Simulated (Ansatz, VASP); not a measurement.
HfO2 in VASP and in Ansatz

File POSCAR:

```
HfO2
1.0
    0.0063937500      2.5575000000      2.5575000000
    2.5575000000      0.0063937500      2.5575000000
    2.5638937500      2.5638937500      0.0000000000
Hf O
1 2
Direct
    0.0000000000      0.0000000000      0.0000000000
    0.2500000000      0.2500000000      0.2500000000
    0.7500000000      0.7500000000      0.7500000000
```

File INCAR.step1:

```
PREC     = Accurate       # precision mode
ENCUT    = 520            # plane-wave cutoff, eV
ISMEAR   = 0              # smearing method
SIGMA    = 0.05           # smearing width, eV
LREAL    = False          # projectors in reciprocal space
LASPH    = True           # aspherical terms in the spheres
NELM     = 80             # most SCF steps
NBANDS   = 18             # bands
GGA      = PE             # functional
ALGO     = Normal         # electronic algorithm
EDIFF    = 1E-4           # SCF threshold, eV
LWAVE    = True           # write WAVECAR
LCHARG   = False          # write CHGCAR
```

File INCAR.step2:

```
PREC     = Accurate       # precision mode
ENCUT    = 520            # plane-wave cutoff, eV
EDIFF    = 1E-6           # SCF threshold, eV
ISMEAR   = 0              # smearing method
SIGMA    = 0.05           # smearing width, eV
LREAL    = False          # projectors in reciprocal space
LASPH    = True           # aspherical terms in the spheres
NELM     = 80             # most SCF steps
ALGO     = Normal         # electronic algorithm
ISIF     = 2              # what is computed and relaxed
LWAVE    = False          # write WAVECAR
LCHARG   = False          # write CHGCAR
METAGGA  = R2SCAN         # meta-GGA
LMIXTAU  = True         
NBANDS   = 18             # bands
ISTART   = 1
```

File KPOINTS:

```
Automatic mesh
0
Gamma
  8 8 8
```

Input for Ansatz:

```yaml
crystal:
  lattice:
    - [0.00639375, 2.5575, 2.5575]
    - [2.5575, 0.00639375, 2.5575]
    - [2.56389375, 2.56389375, 0.0]
  atoms:
    - { symbol: Hf, position: [0.0, 0.0, 0.0] }
    - { symbol: O, position: [0.25, 0.25, 0.25] }
    - { symbol: O, position: [0.75, 0.75, 0.75] }
basis:
  ecutwfc: 500
kpoints:
  mp_grid: { grid: [8, 8, 8] }
hamiltonian:
  xc: r2scan
scf:
  occupations: { method: gaussian, width: 0.05 }
output:
  forces: true
  stress: true
  eigenvalues: true
```

Change from the starting cell: strain +0.0050 x Voigt [0, 0, 0, 0, 0, 1], atoms carried along.

Alike in both runs: task single point; functional r2SCAN; k mesh 8 × 8 × 8; occupations gaussian, width 0.05 eV; no spin polarisation.

|  | VASP | Ansatz |
| --- | --- | --- |
| version | VASP 6.6.1 | Ansatz 0.2.0 |
| potentials or method | VASP PAW PBE potentials, release 64 (Hf_pv, O), cutoff 520 eV | scalar-relativistic, plane waves, PAW |
| valence electrons in the cell | 22 | 38 |

Ansatz gave:

```
gap on the k mesh at the Fermi level (eV)                     : 4.21
least direct gap on the mesh (eV)                             : 4.21
pressure (GPa)                                                : -8.4
traceless stress, the component that is largest in VASP (GPa) : -0.41
rms of the force components (eV/Å)                            : 0.013
```

Question: Which values does VASP return?

Answer: gap on the k mesh at the Fermi level (eV): 4.22; least direct gap on the mesh (eV): 4.22; pressure (GPa): -12.0; traceless stress, the component that is largest in VASP (GPa): -0.38; rms of the force components (eV/Å): 0.012.

VASP's potentials were made for PBE, not for r2SCAN. Atom by atom the forces differ by 0.002 eV/Å (rms over components). The functional is the same, so the differences come from potentials, cutoffs and numerics. VASP's potentials hold 22 valence electrons a cell and Ansatz's 38, so a difference there can come from the potentials and not from the codes.

Spin-orbit coupling is off throughout.
